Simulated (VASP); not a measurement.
# WC (P1) in VASP: single point with PBEsol

Aim: the single point of WC with PBEsol.

All numbers are computed with VASP 6.6.1; they aren't measurements. Logs are shortened: lines on timing, memory, paths and dates and some standing lists are left out, and cuts for length are marked.

## (1) The cell of the first run

The typed cell holds 16 atoms: a = 5.772 Å, b = 4.999 Å, c = 5.648 Å, α = 90.00°, β = 90.00°, γ = 90.00°.

## (2) Single point, PBEsol

Contents of INCAR:

```
SYSTEM = WC
  ALGO = Normal
  EDIFF = 1E-6
  ENCUT = 520
  GGA = PS
  ISIF = 2
  ISMEAR = -1
  LASPH = .TRUE.
  LCHARG = .FALSE.
  LREAL = Auto
  LWAVE = .FALSE.
  NBANDS = 86
  NELM = 60
  PREC = Accurate
  SIGMA = 0.17
```

Contents of KPOINTS:

```
k-points
0
G
  3 3 3
  0 0 0
```

Contents of POSCAR:

```
WC
1.0
   -2.8860900000     -4.9988550000      0.0000000000
    4.3291350000     -2.4994270000      0.0000000000
    0.0000000000      0.0000000000      5.6483400000
W C
8 8
Direct
    0.7500759223      0.4692592443      0.0352138858
    0.7291881492      0.4889897463      0.5268273510
    0.5060742558     -0.0275630469      0.0315313880
    0.5046198659     -0.0215335514      0.5234635309
    0.2369394789      0.4948629831      0.0415166226
    0.2437844016      0.4706907324      0.5359096655
   -0.0035835429     -0.0314017528      0.0214399275
    0.0157243242     -0.0025220247      0.5416989770
    0.4937544026      0.6496262287      0.2660958795
    0.4932479088      0.6071092394      0.7736963426
    0.2820647988      0.1395115641      0.2731599018
    0.2497941369      0.1554417593      0.8129291084
    0.0012632226      0.6621058881      0.2825785983
   -0.0010666286      0.6365986771      0.7755021829
    0.7556516584      0.1372742349      0.2819058343
    0.7554869539      0.1359632681      0.7886918989
```

Potentials or basis: VASP PAW PBE potentials, release 64 (W_sv, C).

Started as:

```console
$ cat potpaw_PBE.64/W_sv/POTCAR potpaw_PBE.64/C/POTCAR > POTCAR
$ mpirun -np 1 vasp_std > vasp.out
```

OUTCAR:

```text
SYSTEM = WC
   EDIFF = 1E-6
   ENCUT = 520
   GGA = PS
   ISIF = 2
   ISMEAR = -1
   LASPH = .TRUE.
   LREAL = Auto
   NELM = 60
   PREC = Accurate

 ion  position               nearest neighbor table
   1  0.750  0.469  0.035-  15 2.17   9 2.17  16 2.17  10 2.20  14 2.22  13 2.23   2 2.78   5 2.81
                             3 2.86   7 2.87   2 2.88   7 2.88   3 2.88   5 2.96
   2  0.729  0.489  0.527-  10 2.04   9 2.16  14 2.22  15 2.24  13 2.26  16 2.31   4 2.77   1 2.78
                             6 2.80   4 2.86   1 2.88   8 2.96   6 2.97   8 3.03
   3  0.506  0.972  0.032-  11 2.06   9 2.09  12 2.13  16 2.15  15 2.18  10 2.34   4 2.78   7 2.83
                             5 2.85   1 2.86   4 2.87   1 2.88   7 2.94   5 3.04
   4  0.505  0.978  0.523-  11 2.07  15 2.14   9 2.20  16 2.23  10 2.33  12 2.37   2 2.77   3 2.78
                             8 2.83   2 2.86   3 2.87   6 2.89   6 2.95   8 2.95
   5  0.237  0.495  0.042-  13 2.10   9 2.10  12 2.13  14 2.16  10 2.19  11 2.22   7 2.75   6 2.80
                             1 2.81   3 2.85   6 2.86   1 2.96   7 2.98   3 3.04
   6  0.244  0.471  0.536-  10 2.08  14 2.13  13 2.22  12 2.22  11 2.23   9 2.28   8 2.71   5 2.80
                             2 2.80   5 2.86   4 2.89   8 2.94   4 2.95   2 2.97
   7  0.996  0.969  0.021-  16 2.09  12 2.10  13 2.13  14 2.16  15 2.19  11 2.34   8 2.72   5 2.75
                             3 2.83   1 2.87   1 2.88   3 2.94   8 2.94   5 2.98
   8  0.016  0.997  0.542-  16 2.16  12 2.19  15 2.21  13 2.23  14 2.24  11 2.27   6 2.71   7 2.72
                             4 2.83   6 2.94   7 2.94   4 2.95   2 2.96   2 3.03
   9  0.494  0.650  0.266-   3 2.09   5 2.10   2 2.16   1 2.17   4 2.20   6 2.28
  10  0.493  0.607  0.774-   2 2.04   6 2.08   5 2.19   1 2.20   4 2.33   3 2.34
  11  0.282  0.140  0.273-   3 2.06   4 2.07   5 2.22   6 2.23   8 2.27   7 2.34
  12  0.250  0.155  0.813-   7 2.10   3 2.13   5 2.13   8 2.19   6 2.22   4 2.37
  13  0.001  0.662  0.283-   5 2.10   7 2.13   6 2.22   8 2.23   1 2.23   2 2.26
  14  0.999  0.637  0.776-   6 2.13   5 2.16   7 2.16   1 2.22   2 2.22   8 2.24
  15  0.756  0.137  0.282-   4 2.14   1 2.17   3 2.18   7 2.19   8 2.21   2 2.24
  16  0.755  0.136  0.789-   7 2.09   3 2.15   8 2.16   1 2.17   4 2.23   2 2.31

  LATTYP: Found a simple orthorhombic cell.
 ALAT       =     4.9988543864
 B/A-ratio  =     1.1299268919
 C/A-ratio  =     1.1547006521

  Lattice vectors:

 A1 = (   4.3291350000,  -2.4994270000,   0.0000000000)
 A2 = (   0.0000000000,   0.0000000000,   5.6483400000)
 A3 = (  -2.8860900000,  -4.9988550000,   0.0000000000)

Analysis of symmetry for initial positions (statically):
=====================================================================
 Subroutine PRICEL returns:
 Original cell was already a primitive cell.

 Routine SETGRP: Setting up the symmetry group for a
 simple orthorhombic supercell.

 Subroutine GETGRP returns: Found  1 space group operations
 (whereof  1 operations were pure point group operations)
 out of a pool of  8 trial point group operations.

The static configuration has the point symmetry C_1 .

Analysis of symmetry for dynamics (positions and initial velocities):
=====================================================================
 Subroutine PRICEL returns:
 Original cell was already a primitive cell.

 Routine SETGRP: Setting up the symmetry group for a
 simple orthorhombic supercell.

 Subroutine GETGRP returns: Found  1 space group operations
 (whereof  1 operations were pure point group operations)
 out of a pool of  8 trial point group operations.

The dynamic configuration has the point symmetry C_1 .

 Subroutine INISYM returns: Found  1 space group operations
 (whereof  1 operations are pure point group operations),
 and found     1 'primitive' translations

----------------------------------------------------------------------------------------

                                     Primitive cell

  volume of cell :     162.9788

  direct lattice vectors                    reciprocal lattice vectors
    -2.886090000 -4.998855000  0.000000000    -0.086622372 -0.150034365  0.000000000
     4.329135000 -2.499427000  0.000000000     0.173244779 -0.100022910  0.000000000
     0.000000000  0.000000000  5.648340000     0.000000000  0.000000000  0.177043167

  length of vectors
     5.772180420  4.998854386  5.648340000     0.173244758  0.200045835  0.177043167

  position of ions in fractional coordinates (direct lattice)
     0.750075922  0.469259244  0.035213886
     0.729188149  0.488989746  0.526827351
     0.506074256  0.972436953  0.031531388
     0.504619866  0.978466449  0.523463531
     0.236939479  0.494862983  0.041516623
     0.243784402  0.470690732  0.535909666
[... 8 lines left out ...]
     0.755651658  0.137274235  0.281905834
     0.755486954  0.135963268  0.788691899

  ion indices of the primitive-cell ions
   primitive index   ion index
                 1           1
                 2           2
                 3           3
                 4           4
                 5           5
                 6           6
[... 8 lines left out ...]
                15          15
                16          16

----------------------------------------------------------------------------------------

 KPOINTS: k-points

Automatic generation of k-mesh.
 Grid dimensions read from file:
 generate k-points for:    3    3    3

 Generating k-lattice:

  Cartesian coordinates                     Fractional coordinates (reciprocal lattice)
    -0.028874124 -0.050011455  0.000000000     0.333333333  0.000000000  0.000000000
     0.057748260 -0.033340970  0.000000000     0.000000000  0.333333333  0.000000000
     0.000000000  0.000000000  0.059014389     0.000000000  0.000000000  0.333333333

  Length of vectors
     0.057748253  0.066681945  0.059014389

  Shift w.r.t. Gamma in fractional coordinates (k-lattice)
     0.000000000  0.000000000  0.000000000

 Subroutine IBZKPT returns following result:
 ===========================================

 Found     14 irreducible k-points:

 Following reciprocal coordinates:
            Coordinates               Weight
  0.000000  0.000000  0.000000      1.000000
  0.333333  0.000000  0.000000      2.000000
  0.000000  0.333333  0.000000      2.000000
  0.333333  0.333333  0.000000      2.000000
 -0.333333  0.333333  0.000000      2.000000
  0.000000  0.000000  0.333333      2.000000
  0.333333  0.000000  0.333333      2.000000
 -0.333333  0.000000  0.333333      2.000000
  0.000000  0.333333  0.333333      2.000000
  0.000000  0.333333 -0.333333      2.000000
  0.333333  0.333333  0.333333      2.000000
 -0.333333  0.333333 -0.333333      2.000000
 -0.333333 -0.333333  0.333333      2.000000
  0.333333 -0.333333 -0.333333      2.000000
   k-points           NKPTS =     14   k-points in BZ     NKDIM =     14   number of bands    NBANDS=     86
   number of dos      NEDOS =    301   number of ions     NIONS =     16
   total plane-waves  NPLWV =  80640
   dimension x,y,z NGX =    48 NGY =   40 NGZ =   42
   dimension x,y,z NGXF=    96 NGYF=   80 NGZF=   84
   ions per type =               8   8
   NGX,Y,Z   is equivalent  to a cutoff of  13.82, 13.30, 12.36 a.u.
   NGXF,Y,Z  is equivalent  to a cutoff of  27.65, 26.61, 24.72 a.u.
 SYSTEM =  WC
   PREC   = accura    normal or accurate (medium, high low for compatibility)
   ISTART =      0    job   : 0-new  1-cont  2-samecut
   ICHARG =      2    charge: 1-file 2-atom 10-const
   ISPIN  =      1    spin polarized calculation?
   LNONCOLLINEAR =      F non collinear calculations
   LSORBIT =      F    spin-orbit coupling
   LASPH  =      T    aspherical Exc in radial PAW
   ENCUT  =  520.0 eV  38.22 Ry    6.18 a.u.  10.73  9.29 10.50*2*pi/ulx,y,z
   NELM   =     60;   NELMIN=  2; NELMDL= -5     # of ELM steps
   EDIFF  = 0.1E-05   stopping-criterion for ELM
   LREAL  =      T    real-space projection
   EDIFFG = 0.1E-04   stopping-criterion for IOM
   NSW    =      0    number of steps for IOM
   IBRION =     -1    ionic relax: 0-MD 1-quasi-New 2-CG
   NFREE  =      0    steps in history (QN), initial steepest desc. (CG)
   ISIF   =      2    stress and relaxation
   ISYM   =      2    0-nonsym 1-usesym 2-fastsym
   POTIM  = 0.5000    time-step for ionic-motion
   TEBEG  =    0.0;   TEEND  =   0.0 temperature during run
   PSTRESS=    0.0 pullay stress
   NELECT =     144.0000    total number of electrons
   NUPDOWN=      -1.0000    fix difference up-down
   EMIN   =  10.00;   EMAX   =-10.00  energy-range for DOS
   EFERMI =   0.00;   METHOD = LEGACY
   ISMEAR =    -1;   SIGMA  =   0.17  broadening in eV -4-tet -1-fermi 0-gaus
   EFERMI_NEDOS =   21; number of points for ismear=-14 and -15
   IALGO  =     38    algorithm
   IMIX   =      4    mixing-type and parameters
     AMIX     =   0.40;   BMIX     =  1.00
     AMIX_MAG =   1.60;   BMIX_MAG =  1.00
  volume/ion in A,a.u.               =      10.19        68.74
  Fermi-wavevector in a.u.,A,eV,Ry     =   1.570912  2.968594 33.575985  2.467765
  Thomas-Fermi vector in A             =   2.672575
   LORBIT       =      0    0 simple, 1 ext, 2 COOP (PROOUT), +10 PAW based schemes
   GGA     = PS    functional components
   LHFCALC =     F    Hartree Fock is set to
   AEXX    =    0.0000 exact exchange contribution
   IVDW    =     0    specifies the selected vdW correction
   LEPSILON=     F    determine dielectric tensor
   LRPA    =     F    only Hartree local field effects (RPA)
 non-spin polarized calculation
  energy-cutoff  :      520.00
  volume of cell :      162.98
 maximum number of plane-waves:      4399
 NGX is ok and might be reduce to    48
   NGX = 21   NGY = 19   NGZ = 21

 number of electron     144.0000008 magnetization

 Free energy of the ion-electron system (eV)
  ---------------------------------------------------
  ext. energy  EPLUGINS =         0.00000000
  ---------------------------------------------------
  free energy    TOTEN  =      -189.08343606 eV

  energy without entropy =     -188.81538159  energy(sigma->0) =     -188.94940882

 E-fermi :  11.3770     XC(G=0): -14.0222

 val. band max:       11.3204301648   @ k =   0.0000   0.0000   0.0000
 cond. band min:      11.3858766959   @ k =   0.3333   0.0000   0.3333
 fundamental gap:      0.0654465311
 Fermi energy:        11.3769828598

 k-point     1 :       0.0000    0.0000    0.0000
  band No.  band energies     occupation
      1     -62.7165      2.00000
      2     -62.6698      2.00000
      3     -62.6284      2.00000
      4     -62.6131      2.00000
      5     -62.5748      2.00000
      6     -62.5151      2.00000
[... 76 lines left out ...]
     83      15.4179      0.00000
     84      15.6443      0.00000

 k-point     2 :       0.3333    0.0000    0.0000
  band No.  band energies     occupation
      1     -62.7069      2.00000
      2     -62.6787      2.00000
      3     -62.6297      2.00000
      4     -62.6125      2.00000
      5     -62.5627      2.00000
      6     -62.5339      2.00000
[... 1033 lines left out ...]
     83      15.2596      0.00000
     84      15.4485      0.00000

 k-point    14 :       0.3333   -0.3333   -0.3333
  band No.  band energies     occupation
      1     -62.6965      2.00000
      2     -62.6719      2.00000
      3     -62.6333      2.00000
      4     -62.6156      2.00000
      5     -62.5535      2.00000
      6     -62.5292      2.00000
[... 76 lines left out ...]
     83      15.3244      0.00000
     84      15.4127      0.00000
 [bands above 84 left out]

------------------------ aborting loop because EDIFF is reached ----------------------------------------

  FORCE on cell =-STRESS in cart. coord.  units (eV):
  Direction    XX          YY          ZZ          XY          YZ          ZX
  --------------------------------------------------------------------------------------
  -------------------------------------------------------------------------------------
  Total       12.5309430     10.3044180      7.9493100      1.6425302      1.1924747     -0.0772274
  in kB      123.1865018    101.2984587     78.1463686     16.1470332     11.7227243     -0.7591905
  external PRESSURE =     100.8771097 kB  Pullay stress =       0.0000000 kB

 VOLUME and BASIS-vectors are now :
 -----------------------------------------------------------------------------
  energy-cutoff  :      520.00
  volume of cell :      162.98
      direct lattice vectors                 reciprocal lattice vectors
    -2.886090000 -4.998855000  0.000000000    -0.086622372 -0.150034365  0.000000000
     4.329135000 -2.499427000  0.000000000     0.173244779 -0.100022910  0.000000000
     0.000000000  0.000000000  5.648340000     0.000000000  0.000000000  0.177043167

 POSITION                                       TOTAL-FORCE (eV/Angst)
 -----------------------------------------------------------------------------------
     -0.13330     -4.92240      0.19890         0.915152      0.063728     -0.974478
      0.01240     -4.86730      2.97570        -3.537455     -2.149899      0.138121
      2.74924     -4.96033      0.17810         0.244774     -0.038016     -1.190093
      2.77954     -4.96813      2.95670        -0.428871     -0.063311      2.352413
      1.45850     -2.42130      0.23450        -3.481275     -0.207940     -1.489341
      1.33410     -2.39510      3.02700         0.897119     -0.696594     -1.059572
[... 8 lines left out ...]
     -1.58660     -4.12050      1.59230         0.553223     -0.453693      0.210095
     -1.59180     -4.11640      4.45480         1.007921      0.500233     -1.337916
 -----------------------------------------------------------------------------------
    total drift:                               -0.004237      0.001010     -0.008872

  FREE ENERGIE OF THE ION-ELECTRON SYSTEM (eV)
  ---------------------------------------------------
  free  energy   TOTEN  =      -189.0834360585 eV

  energy  without entropy=     -188.8153815911  energy(sigma->0) =     -188.94940882
```

Run time: 5.5 min. Hardware: 1 thread of Intel Xeon Platinum 8259CL at 2.50GHz (Skylake/Cascade Lake), shared host; peak memory 0.34 GiB.

What came out:

```yaml
Free_energy: -189.0834 eV
Pressure: 10.1 GPa
Largest_force: 4.142 eV/Å
Band_gap_on_the_k_mesh: zero (band 72 reaches 11.32 eV, above the bottom of band 73 at 11.30 eV)
```

Forces on the atoms (eV/Å):
```
W    0.915  0.064 -0.974
W   -3.537 -2.150  0.138
W    0.245 -0.038 -1.190
W   -0.429 -0.063  2.352
W   -3.481 -0.208 -1.489
W    0.897 -0.697 -1.060
W    0.766 -1.803  2.912
W   -1.237  2.708 -2.143
C   -0.743 -0.136  1.758
C    2.502 -1.355  1.460
C    2.706  2.143  0.943
C   -0.828  0.142 -2.718
C   -0.320  0.982  0.912
C    0.984  0.364  0.227
C    0.553 -0.454  0.210
C    1.008  0.500 -1.338
```

Stress tensor (GPa, compression positive):
```
12.32  1.61 -0.08
 1.61 10.13  1.17
-0.08  1.17  7.81
```

Levels at points of the mesh, in eV from the Fermi level:
| k point | band 69 | band 70 | band 71 | band 72 | band 73 | band 74 | band 75 | band 76 |
| --- | --- | --- | --- | --- | --- | --- | --- | --- |
| (0.00, 0.00, 0.00) | -0.73 | -0.36 | -0.30 | -0.06 | 0.36 | 0.92 | 1.23 | 2.06 |

Caveat: the k points lie up to 0.42 Å⁻¹ apart; the PAW data sets were made with another functional, which shifts forces and pressure a little; spin-orbit coupling is left out, which moves the levels of the heavy elements.
